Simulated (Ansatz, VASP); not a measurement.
## Two plane-wave programs on Bi

```xyz
1
Lattice="-1.8767 1.8767 2.0223 1.8767 -1.8767 2.0223 1.8767 1.8767 -2.0223" Properties=species:S:1:pos:R:3 pbc="T T T"
Bi    0.0000    0.0000    0.0000
```

Alike in both runs: task single point; functional PBE; dispersion D3(BJ); k mesh 18 × 18 × 18; occupations gaussian, width 0.15 eV; no spin polarisation.

|  | VASP | Ansatz |
| --- | --- | --- |
| version | VASP 6.6.1 | Ansatz 0.2.0 |
| potentials or method | VASP PAW PBE potentials, release 64 (Bi_d), cutoff 520 eV | scalar-relativistic, plane waves, PAW |
| valence electrons in the cell | 15 | 15 |

```csv
,VASP,Ansatz,Ansatz less VASP
gap on the k mesh at the Fermi level (eV),none,none,-
pressure (GPa),3.8,3.9,+0.05
"traceless stress, the component that is largest in VASP (GPa)",-0.75,-0.75,-0.005
```

A gap of «none» marks a metal or a gap that the smearing closes.

Neither program's run includes spin-orbit coupling.
